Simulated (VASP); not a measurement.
# BaZrO3: single point with PBE

Crystal: BaZrO3.

```
Ba Zr O
1.0
     0.00000    4.22692    0.00000
     0.00000    0.00000    4.22692
     8.45385    0.00000    0.00000
Ba Zr O
2 2 6
Direct
  0.00000 0.00000 0.00000
  0.00000 0.00000 0.50000
  0.50000 0.50000 0.25000
  0.50000 0.50000 0.75000
  0.50000 0.50000 0.00000
  0.50000 0.50000 0.50000
  0.00000 0.50000 0.25000
  0.00000 0.50000 0.75000
  0.50000 0.00000 0.25000
  0.50000 0.00000 0.75000
```

```json
{
  "Program": "VASP 6.6.1",
  "Task": "single point",
  "Functional": "PBE",
  "Potentials or basis": "VASP PAW PBE potentials, release 64 (Ba_sv, Zr_sv, O_h)",
  "Cutoff": "1340 eV",
  "k mesh": "4 × 4 × 2",
  "Occupations": "gaussian, width 0.1 eV",
  "Spin": "no spin polarisation"
}
```

- Pressure: 0.9 GPa
- Band gap on the k mesh: 3.13 eV

Levels at points of the mesh, in eV from the valence-band top:
| k point | band 38 | band 39 | band 40 | band 41 | band 42 | band 43 |
| --- | --- | --- | --- | --- | --- | --- |
| (0.00, 0.00, 0.00) | -0.25 | -0.25 | -0.25 | 3.13 | 3.13 | 3.13 |
| (0.50, 0.00, 0.00) | -0.48 | -0.48 | -0.07 | 3.55 | 5.51 | 5.51 |
| (0.50, 0.50, 0.00) | 0.00 | 0.00 | 0.00 | 5.51 | 5.51 | 5.88 |
| (0.00, 0.00, 0.50) | -0.40 | -0.40 | -0.40 | 3.32 | 3.32 | 4.29 |
| (0.50, 0.00, 0.50) | -0.72 | -0.45 | -0.45 | 4.55 | 4.55 | 5.52 |
| (0.50, 0.50, 0.50) | -0.48 | -0.04 | -0.04 | 5.84 | 5.84 | 5.84 |

It took 7.7 min on 1 thread of AMD EPYC 7R43 64-Core Processor (Zen 3), on a shared host, peak memory 0.71 GiB.

Caveat: spin-orbit coupling is left out, which moves the levels of the heavy elements. A k mesh can miss the band edges.
